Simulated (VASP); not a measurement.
# GaN (F-43m) in VASP: a series of runs

Runs on GaN. Level: r2SCAN+D3(BJ). Tasks: single point.

Everything below comes from runs of VASP 6.6.1. Logs are shortened: lines on timing, memory, paths and dates and some standing lists are left out, and cuts for length are marked.

### Step 1. The cell of the first run

The structure is cubic, space group F-43m (No. 216). The conventional cell has a = 4.537 Å, b = 4.537 Å, c = 4.537 Å, α = 90.00°, β = 90.00°, γ = 90.00°. Ga (site symmetry -43m) has 4 N at 1.96 Å within 2.6 Å. Within 2.6 Å of N (site symmetry -43m) lie 4 Ga at 1.96 Å.

### Step 2. Single point, r2SCAN+D3(BJ)

POSCAR

```
GaN
1.0
    0.0000000000      2.2684248875      2.2684248875
    2.2684248875      0.0000000000      2.2684248875
    2.2684248875      2.2684248875      0.0000000000
Ga N
1 1
Direct
    0.0000000000      0.0000000000      0.0000000000
    0.2500000000      0.2500000000      0.2500000000
```

INCAR.step1

```
PREC = Accurate
ENCUT = 520
ISMEAR = -1
SIGMA = 0.05
LREAL = F
LASPH = T
NELM = 80
NBANDS = 16
GGA = PE
ALGO = Normal
EDIFF = 1E-4
LWAVE = T
LCHARG = F
```

INCAR.step2

```
PREC = Accurate
ENCUT = 520
EDIFF = 1E-7
ISMEAR = -1
SIGMA = 0.05
LREAL = F
LASPH = T
NELM = 80
ALGO = Normal
ISIF = 2
LWAVE = F
LCHARG = F
METAGGA = R2SCAN
LMIXTAU = T
IVDW = 12
VDW_S6 = 1.0
VDW_S8 = 0.78981345
VDW_A1 = 0.49484001
VDW_A2 = 5.73083694
NBANDS = 16
ISTART = 1
```

KPOINTS

```
regular mesh
0
Gamma
  10 10 10
```

Potentials or basis: VASP PAW PBE potentials, release 64 (Ga_d, N).

Launch:

```console
> cat potpaw_PBE.64/Ga_d/POTCAR potpaw_PBE.64/N/POTCAR > POTCAR
> cp INCAR.step1 INCAR
> mpirun -np 1 vasp_std > vasp.out
> cp INCAR.step2 INCAR
> mpirun -np 1 vasp_std > vasp.out
```

OUTCAR:

```text
PREC = Accurate
   ENCUT = 520
   EDIFF = 1E-7
   ISMEAR = -1
   LREAL = F
   LASPH = T
   NELM = 80
   ISIF = 2
   METAGGA = R2SCAN
   IVDW = 12
   ISTART = 1
 IVDW          = 12

 ion  position               nearest neighbor table
   1  0.000  0.000  0.000-   2 1.96   2 1.96   2 1.96   2 1.96
   2  0.250  0.250  0.250-   1 1.96   1 1.96   1 1.96   1 1.96

  LATTYP: Found a face centered cubic cell.
 ALAT       =     4.5368497750

  Lattice vectors:

 A1 = (   0.0000000000,   2.2684248875,   2.2684248875)
 A2 = (   2.2684248875,   0.0000000000,   2.2684248875)
 A3 = (   2.2684248875,   2.2684248875,   0.0000000000)

Analysis of symmetry for initial positions (statically):
=====================================================================
 Subroutine PRICEL returns:
 Original cell was already a primitive cell.

 Routine SETGRP: Setting up the symmetry group for a
 face centered cubic supercell.

 Subroutine GETGRP returns: Found 24 space group operations
 (whereof 24 operations were pure point group operations)
 out of a pool of 48 trial point group operations.

The static configuration has the point symmetry T_d .

Analysis of symmetry for dynamics (positions and initial velocities):
=====================================================================
 Subroutine PRICEL returns:
 Original cell was already a primitive cell.

 Routine SETGRP: Setting up the symmetry group for a
 face centered cubic supercell.

 Subroutine GETGRP returns: Found 24 space group operations
 (whereof 24 operations were pure point group operations)
 out of a pool of 48 trial point group operations.

The dynamic configuration has the point symmetry T_d .

 Subroutine INISYM returns: Found 24 space group operations
 (whereof 24 operations are pure point group operations),
 and found     1 'primitive' translations

----------------------------------------------------------------------------------------

                                     Primitive cell

  volume of cell :      23.3455

  direct lattice vectors                    reciprocal lattice vectors
     0.000000000  2.268424888  2.268424888    -0.220417261  0.220417261  0.220417261
     2.268424888  0.000000000  2.268424888     0.220417261 -0.220417261  0.220417261
     2.268424888  2.268424888  0.000000000     0.220417261  0.220417261 -0.220417261

  length of vectors
     3.208037241  3.208037241  3.208037241     0.381773895  0.381773895  0.381773895

  position of ions in fractional coordinates (direct lattice)
     0.000000000  0.000000000  0.000000000
     0.250000000  0.250000000  0.250000000

  ion indices of the primitive-cell ions
   primitive index   ion index
                 1           1
                 2           2

----------------------------------------------------------------------------------------

 KPOINTS: regular mesh

Automatic generation of k-mesh.
 Grid dimensions read from file:
 generate k-points for:   10   10   10

 Generating k-lattice:

  Cartesian coordinates                     Fractional coordinates (reciprocal lattice)
    -0.022041726  0.022041726  0.022041726     0.100000000  0.000000000  0.000000000
     0.022041726 -0.022041726  0.022041726     0.000000000  0.100000000  0.000000000
     0.022041726  0.022041726 -0.022041726     0.000000000  0.000000000  0.100000000

  Length of vectors
     0.038177389  0.038177389  0.038177389

  Shift w.r.t. Gamma in fractional coordinates (k-lattice)
     0.000000000  0.000000000  0.000000000

 Subroutine IBZKPT returns following result:
 ===========================================

 Found     47 irreducible k-points:

 Following reciprocal coordinates:
            Coordinates               Weight
  0.000000  0.000000  0.000000      1.000000
  0.100000  0.000000  0.000000      8.000000
  0.200000  0.000000  0.000000      8.000000
  0.300000  0.000000  0.000000      8.000000
  0.400000  0.000000  0.000000      8.000000
  0.500000  0.000000  0.000000      4.000000
[... 16 lines left out ...]
  0.300000  0.300000  0.000000      6.000000
  0.400000  0.300000  0.000000     24.000000
 [... further k-points ...]
   k-points           NKPTS =     47   k-points in BZ     NKDIM =     47   number of bands    NBANDS=     16
   number of dos      NEDOS =    301   number of ions     NIONS =      2
   total plane-waves  NPLWV =  13824
   dimension x,y,z NGX =    24 NGY =   24 NGZ =   24
   dimension x,y,z NGXF=    48 NGYF=   48 NGZF=   48
   ions per type =               1   1
   NGX,Y,Z   is equivalent  to a cutoff of  12.44, 12.44, 12.44 a.u.
   NGXF,Y,Z  is equivalent  to a cutoff of  24.87, 24.87, 24.87 a.u.
 SYSTEM =  unknown system
   PREC   = accura    normal or accurate (medium, high low for compatibility)
   ISTART =      1    job   : 0-new  1-cont  2-samecut
   ICHARG =      0    charge: 1-file 2-atom 10-const
   ISPIN  =      1    spin polarized calculation?
   LNONCOLLINEAR =      F non collinear calculations
   LSORBIT =      F    spin-orbit coupling
   LASPH  =      T    aspherical Exc in radial PAW
   ENCUT  =  520.0 eV  38.22 Ry    6.18 a.u.   5.96  5.96  5.96*2*pi/ulx,y,z
   NELM   =     80;   NELMIN=  2; NELMDL=  0     # of ELM steps
   EDIFF  = 0.1E-06   stopping-criterion for ELM
   LREAL  =      F    real-space projection
   EDIFFG = 0.1E-05   stopping-criterion for IOM
   NSW    =      0    number of steps for IOM
   IBRION =     -1    ionic relax: 0-MD 1-quasi-New 2-CG
   NFREE  =      0    steps in history (QN), initial steepest desc. (CG)
   ISIF   =      2    stress and relaxation
   ISYM   =      2    0-nonsym 1-usesym 2-fastsym
   POTIM  = 0.5000    time-step for ionic-motion
   TEBEG  =    0.0;   TEEND  =   0.0 temperature during run
   PSTRESS=    0.0 pullay stress
   NELECT =      18.0000    total number of electrons
   NUPDOWN=      -1.0000    fix difference up-down
   EMIN   =  10.00;   EMAX   =-10.00  energy-range for DOS
   EFERMI =   0.00;   METHOD = LEGACY
   ISMEAR =    -1;   SIGMA  =   0.05  broadening in eV -4-tet -1-fermi 0-gaus
   EFERMI_NEDOS =   21; number of points for ismear=-14 and -15
   IALGO  =     38    algorithm
   IMIX   =      4    mixing-type and parameters
     AMIX     =   0.40;   BMIX     =  1.00
     AMIX_MAG =   1.60;   BMIX_MAG =  1.00
  volume/ion in A,a.u.               =      11.67        78.77
  Fermi-wavevector in a.u.,A,eV,Ry     =   1.501175  2.836809 30.661079  2.253526
  Thomas-Fermi vector in A             =   2.612580
   LORBIT       =      0    0 simple, 1 ext, 2 COOP (PROOUT), +10 PAW based schemes
   METAGGA = R2SCAN    functional components
   LHFCALC =     F    Hartree Fock is set to
   AEXX    =    0.0000 exact exchange contribution
   IVDW    =    12    specifies the selected vdW correction
   LEPSILON=     F    determine dielectric tensor
   LRPA    =     F    only Hartree local field effects (RPA)
 non-spin polarized calculation
  energy-cutoff  :      520.00
  volume of cell :       23.35
 maximum number of plane-waves:       639
   NGX = 11   NGY = 11   NGZ = 11

 number of electron      17.9999989 magnetization

 Free energy of the ion-electron system (eV)
  ---------------------------------------------------
  ext. energy  EPLUGINS =         0.00000000
  ---------------------------------------------------
  free energy    TOTEN  =       -21.89160797 eV

  energy without entropy =      -21.89160797  energy(sigma->0) =      -21.89160797

 E-fermi :   5.7579     XC(G=0): -12.5186

 val. band max:        4.8036921941   @ k =   0.0000   0.0000   0.0000
 cond. band min:       6.7911253609   @ k =   0.0000   0.0000   0.0000
 fundamental gap:      1.9874331668
 Fermi energy:         5.7578561668

 k-point     1 :       0.0000    0.0000    0.0000
  band No.  band energies     occupation
      1     -11.7583      2.00000
      2      -9.0139      2.00000
      3      -9.0139      2.00000
      4      -9.0139      2.00000
      5      -8.6843      2.00000
      6      -8.6843      2.00000
[... 8 lines left out ...]
     15      24.3710      0.00000
     16      24.3710      0.00000

 k-point     2 :       0.1000    0.0000    0.0000
  band No.  band energies     occupation
      1     -11.6522      2.00000
      2      -9.0005      2.00000
      3      -9.0005      2.00000
      4      -8.9723      2.00000
      5      -8.6854      2.00000
      6      -8.6854      2.00000
[... 8 lines left out ...]
     15      22.9705      0.00000
     16      23.0441      0.00000

 k-point     3 :       0.2000    0.0000    0.0000
  band No.  band energies     occupation
      1     -11.3827      2.00000
      2      -8.9691      2.00000
      3      -8.9690      2.00000
      4      -8.8078      2.00000
      5      -8.6842      2.00000
      6      -8.6842      2.00000
[... 8 lines left out ...]
     15      22.1888      0.00000
     16      22.1888      0.00000

 k-point     4 :       0.3000    0.0000    0.0000
  band No.  band energies     occupation
      1     -11.0864      2.00000
      2      -8.9398      2.00000
      3      -8.9398      2.00000
      4      -8.6720      2.00000
      5      -8.6719      2.00000
      6      -8.4314      2.00000
[... 8 lines left out ...]
     15      22.7140      0.00000
     16      22.7140      0.00000
[... 324 lines left out ...]
 k-point    22 :      -0.2000    0.2000    0.0000
  band No.  band energies     occupation
      1     -10.9952      2.00000
      2      -8.9203      2.00000
      3      -8.9114      2.00000
      4      -8.7046      2.00000
      5      -8.6949      2.00000
      6      -8.2688      2.00000
[... 8 lines left out ...]
     15      22.9118      0.00000
     16      26.1048      0.00000

 k-point    23 :       0.3000    0.3000    0.0000
  band No.  band energies     occupation
      1     -10.9063      2.00000
      2      -8.8455      2.00000
      3      -8.8272      2.00000
      4      -8.8272      2.00000
      5      -8.6353      2.00000
      6      -8.2558      2.00000
[... 8 lines left out ...]
     15      27.4285      0.00000
     16      27.9717      0.00000

 k-point    24 :       0.4000    0.3000    0.0000
  band No.  band energies     occupation
      1     -10.7769      2.00000
      2      -8.8656      2.00000
      3      -8.7924      2.00000
      4      -8.7890      2.00000
      5      -8.6259      2.00000
      6      -7.8415      2.00000
[... 8 lines left out ...]
     15      27.8228      0.00000
     16      27.8938      0.00000

 [... further k-points ...]

------------------------ aborting loop because EDIFF is reached ----------------------------------------

 Edisp (eV)   -0.23459

 E8    (eV) :    -0.0738

  FORCE on cell =-STRESS in cart. coord.  units (eV):
  Direction    XX          YY          ZZ          XY          YZ          ZX
  --------------------------------------------------------------------------------------
  -------------------------------------------------------------------------------------
  Total      -0.78943    -0.78943    -0.78943    -0.00000     0.00000    -0.00000
  in kB     -54.17745   -54.17745   -54.17745    -0.00000     0.00000    -0.00000
  external pressure =      -54.18 kB  Pullay stress =        0.00 kB

 VOLUME and BASIS-vectors are now :
 -----------------------------------------------------------------------------
  energy-cutoff  :      520.00
  volume of cell :       23.35
      direct lattice vectors                 reciprocal lattice vectors
     0.000000000  2.268424888  2.268424888    -0.220417261  0.220417261  0.220417261
     2.268424888  0.000000000  2.268424888     0.220417261 -0.220417261  0.220417261
     2.268424888  2.268424888  0.000000000     0.220417261  0.220417261 -0.220417261

 POSITION                                       TOTAL-FORCE (eV/Angst)
 -----------------------------------------------------------------------------------
      0.00000      0.00000      0.00000         0.000000      0.000000      0.000000
      1.13421      1.13421      1.13421        -0.000000     -0.000000     -0.000000
 -----------------------------------------------------------------------------------
    total drift:                                0.000012      0.000012      0.000012

  FREE ENERGIE OF THE ION-ELECTRON SYSTEM (eV)
  ---------------------------------------------------
  free  energy   TOTEN  =       -22.1261960217 eV

  energy  without entropy=      -22.1261960217  energy(sigma->0) =      -22.12619602
```

Wall time 56 s (1 thread of Intel Xeon 6975P-C, shared host); peak memory 0.17 GiB.

What came out:

```
Free energy                : -22.1262 eV
Pressure                   : -5.4 GPa
Band gap on the k mesh     : 1.99 eV, direct
Dispersion energy per atom : -0.117 eV
```

Caveat: the PAW data sets were made with another functional, which shifts forces and pressure a little. r2SCAN opens gaps a little over a GGA but as a rule still falls short of measured ones.

(Continued in part 2 of 2.)
